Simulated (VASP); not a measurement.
Here is a VASP 6.6.1 calculation.

File POSCAR:

```
CuO
1.0
    2.8363251100      0.0000000000      0.0000000000
   -1.4181625500      2.4563296000      0.0000000000
    0.0000000000      0.0000000000      2.7681127800
Cu O
1 1
Direct
    0.0000000000      0.0000000000      0.0000000000
    0.6666666667      0.3333333333      0.5000000000
```

Contents of INCAR.step1:

```
PREC     = Accurate       # precision mode
ENCUT    = 520            # plane-wave cutoff, eV
ISMEAR   = 0              # smearing method
SIGMA    = 0.05           # smearing width, eV
LREAL    = False          # projectors in reciprocal space
LASPH    = True           # aspherical terms in the spheres
NELM     = 150            # most SCF steps
ISPIN    = 2              # spin polarisation
MAGMOM   = 0.55 0.58      # initial moments
LMAXMIX  = 4              # l up to which the mixer works
LDAU     = True           # DFT+U
LDAUTYPE = 2            
LDAUL    = 2 -1           # shell
LDAUU    = 4 0            # U, eV
LDAUJ    = 0 0          
NBANDS   = 20             # bands
GGA      = PE             # functional
ALGO     = Normal         # electronic algorithm
EDIFF    = 1E-4           # SCF threshold, eV
LWAVE    = True           # write WAVECAR
LCHARG   = False          # write CHGCAR
```

INCAR.step2

```
PREC     = Accurate       # precision mode
ENCUT    = 520            # plane-wave cutoff, eV
EDIFF    = 1E-6           # SCF threshold, eV
ISMEAR   = 0              # smearing method
SIGMA    = 0.05           # smearing width, eV
LREAL    = False          # projectors in reciprocal space
LASPH    = True           # aspherical terms in the spheres
NELM     = 150            # most SCF steps
ALGO     = Normal         # electronic algorithm
ISIF     = 2              # what is computed and relaxed
LWAVE    = False          # write WAVECAR
LCHARG   = True           # write CHGCAR
ISPIN    = 2              # spin polarisation
MAGMOM   = 0.55 0.58      # initial moments
LORBIT   = 11             # projections on sites
LMAXMIX  = 4              # l up to which the mixer works
LDAU     = True           # DFT+U
LDAUTYPE = 2            
LDAUL    = 2 -1           # shell
LDAUU    = 4 0            # U, eV
LDAUJ    = 0 0          
LDAUPRINT= 1            
METAGGA  = R2SCAN         # meta-GGA
LMIXTAU  = True         
LELF     = True           # ELF
LVHAR    = True         
NBANDS   = 20             # bands
ISTART   = 1
```

The input KPOINTS:

```
Automatic mesh
0
Gamma
  8 8 7
```

Potentials or basis: VASP PAW PBE potentials, release 64 (Cu, O).

Run with:

```sh
$ cat potpaw_PBE.64/Cu/POTCAR potpaw_PBE.64/O/POTCAR > POTCAR
$ cp INCAR.step1 INCAR
$ mpirun -np 1 vasp_std > vasp.out
$ cp INCAR.step2 INCAR
$ mpirun -np 1 vasp_std > vasp.out
```

(1) What does it give for the site moments?

(2) Estimate the net moment.

(3) Predict the pressure.

## Answers

(1) Cu +0.49; O +0.49 μB.

(2) 1.00 μB per cell.

(3) -7.8 GPa.

Caveat: the PAW data sets were made with another functional, which shifts forces and pressure a little; a cell with one magnetic atom can't hold antiferromagnetic order, which such compounds often take.
